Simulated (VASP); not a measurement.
**AlN: relaxation of cell and atoms with PBE**

The system is AlN.

```
CELL_PARAMETERS angstrom
2.69235 0.00000 0.00000
0.00000 2.69235 0.00000
0.00000 0.00000 5.00326
ATOMIC_POSITIONS crystal
Al 0.50000 0.50000 0.50000
N 0.00000 0.00000 0.50000
```

The cell was generated, and may not be a known phase.

* Program: VASP 6.6.1
* Task: relaxation of cell and atoms
* Functional: PBE
* Potentials or basis: VASP PAW PBE potentials, release 64 (Al, N)
* Cutoff: 600 eV
* k mesh: 10 × 10 × 6
* Occupations: gaussian, width 0.02 eV
* Spin: no spin polarisation
* Dipole correction: no
* Further INCAR settings: ALGO = Normal; EDIFF = 1e-06; IBRION = 2; EDIFFG = -0.01; NSW = 100; ISIF = 3

| Quantity | Value |
| --- | --- |
| Relaxed volume | 18.10 Å³/atom |
| Relaxed cell | a = 2.691 Å, b = 2.691 Å, c = 4.999 Å, α = 90.00°, β = 90.00°, γ = 90.00° |
| Space group after relaxing (to 0.1 Å) | P4/mmm (No. 123) |
| Energy gained by relaxing | 0.0 meV/atom |
| Ionic steps | 4 |
| Pressure after relaxing | 0.0 GPa |
| Band gap on the k mesh | 0.94 eV (least direct gap 1.89 eV) |

Stress tensor (GPa, compression positive):
```
 0.03  0.00  0.00
 0.00  0.03  0.00
 0.00  0.00 -0.08
```

Final structure:
```yaml
crystal:
  lattice:
    - [2.69113, 0.00000, 0.00000]
    - [0.00000, 2.69113, 0.00000]
    - [0.00000, 0.00000, 4.99937]
  atoms:
    - { symbol: Al, position: [0.50000, 0.50000, 0.50000] }
    - { symbol: N, position: [0.00000, 0.00000, 0.50000] }
```

Levels at points of the mesh, in eV from the valence-band top:
| k point | band 2 | band 3 | band 4 | band 5 | band 6 | band 7 |
| --- | --- | --- | --- | --- | --- | --- |
| (0.00, 0.00, 0.00) | -3.89 | -0.95 | -0.95 | 0.94 | 7.69 | 7.78 |
| (0.50, 0.00, 0.00) | -7.35 | -1.64 | -0.52 | 3.80 | 5.54 | 6.70 |
| (0.50, 0.50, 0.00) | -5.57 | -5.57 | 0.00 | 3.18 | 8.08 | 8.88 |
| (0.00, 0.00, 0.50) | -4.36 | -0.95 | -0.95 | 3.37 | 4.20 | 8.66 |
| (0.50, 0.00, 0.50) | -7.32 | -1.82 | -0.52 | 2.65 | 7.62 | 8.70 |
| (0.50, 0.50, 0.50) | -5.56 | -5.56 | -0.07 | 3.45 | 7.05 | 7.89 |

Run time: 35 s on 1 thread of Intel(R) Xeon(R) Platinum 8259CL CPU @ 2.50GHz (Skylake/Cascade Lake) (shared host), peak memory 0.17 GiB.

A k mesh can miss the band edges.
